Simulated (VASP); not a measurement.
Runs of VASP 6.6.1 on InAs. It takes space group P6_3/mmc (No. 194, hexagonal). Conventional cell: a = 3.965 Å, b = 3.965 Å, c = 6.849 Å, α = 90.00°, β = 90.00°, γ = 120.00°. In (site symmetry -3m) has 6 As at 2.86 Å and 2 In at 3.42 Å within 3.8 Å. Within 3.8 Å of As (site symmetry -6m2) lie 6 In at 2.86 Å. 

```tsv
level	spin	smearing	gap on the mesh (eV)	pressure (GPa)
PBEsol	off	fermi-dirac 0.02 eV	none	-1.0
PBEsol	off	methfessel-paxton 0.001 eV	none	-1.0
PBEsol+D3(BJ)	off	fermi-dirac 0.02 eV	none	-3.6
PBEsol+D4	off	fermi-dirac 0.02 eV	none	(a)
PBEsol	collinear, zero start	fermi-dirac 0.02 eV	none	-1.0
```

Alike in all rows: task single point; potentials or basis VASP PAW PBE potentials, release 64 (In_d, As); cell as given; k mesh 6 × 6 × 4; cutoff (eV) 500.

Problem. Estimate the missing entries.

Solution. (a) -2.6.

Caveats: the PAW data sets were made with another functional, which shifts forces and pressure a little; spin-orbit coupling is left out, which moves the levels of the heavy elements; pairwise dispersion overbinds metals, which lowers pressure and volume (some runs).

A k mesh can miss the band edges, and the runs leave out spin-orbit coupling on As, In.

A gap of «none» marks levels without a gap at the run's occupations.
